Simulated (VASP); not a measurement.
Crystal: Hf2TeW2S.

```
Hf Te W S
1.0
     4.64136    0.00000    0.00000
    -2.32068    4.01953    0.00000
     0.00000    0.00000    6.40018
Hf Te W S
2 1 2 1
Direct
  0.33333 0.66667 0.62384
  0.66667 0.33333 0.37616
  0.00000 0.00000 0.00000
  0.33333 0.66667 0.05647
  0.66667 0.33333 0.94353
  0.00000 0.00000 0.50000
```

The cell was generated, and may not be a known phase.

* Program: VASP 6.6.1
* Task: relaxation of cell and atoms
* Functional: PBE
* Potentials or basis: VASP PAW PBE potentials, release 64 (Hf_pv, Te, W_sv, S)
* Cutoff: 600 eV
* k mesh: 6 × 6 × 4
* Occupations: gaussian, width 0.1 eV
* Spin: no spin polarisation

At the start: pressure -0.5 GPa; volume 19.90 Å³/atom.

Task: How do energy, volume and symmetry change on relaxing?

Result: Over 10 steps the energy falls by 2.7 meV/atom and the volume is 19.56 Å³/atom (-1.7 %); space group P-3m1 (No. 164, to 0.1 Å) before and after.

Step by step:
```csv
step,energy change (eV),largest force (eV/Å),pressure (GPa),volume (Å³)
1,0.0000,0.0794,-0.50,119.40
2,-0.0043,0.1507,0.52,118.32
3,-0.0043,0.1636,0.65,118.19
4,-0.0072,0.1602,0.50,118.12
5,-0.0122,0.1537,0.10,117.89
6,-0.0078,0.1649,-0.57,117.41
7,-0.0128,0.1560,-0.10,117.76
8,-0.0150,0.0947,-0.12,117.59
9,-0.0161,0.0437,-0.14,117.35
10,-0.0161,0.0388,-0.14,117.37
```

Final structure:
```
Hf Te W S
1.0
     4.66279    0.00000    0.00000
    -2.33139    4.03809    0.00000
     0.00000    0.00000    6.23339
Hf Te W S
2 1 2 1
Cartesian
  0.0000 2.6921 3.8546
  2.3314 1.3460 2.3788
  -2.3314 4.0381 0.0000
  0.0000 2.6921 0.3859
  2.3314 1.3460 5.8475
  -2.3314 4.0381 3.1167
```
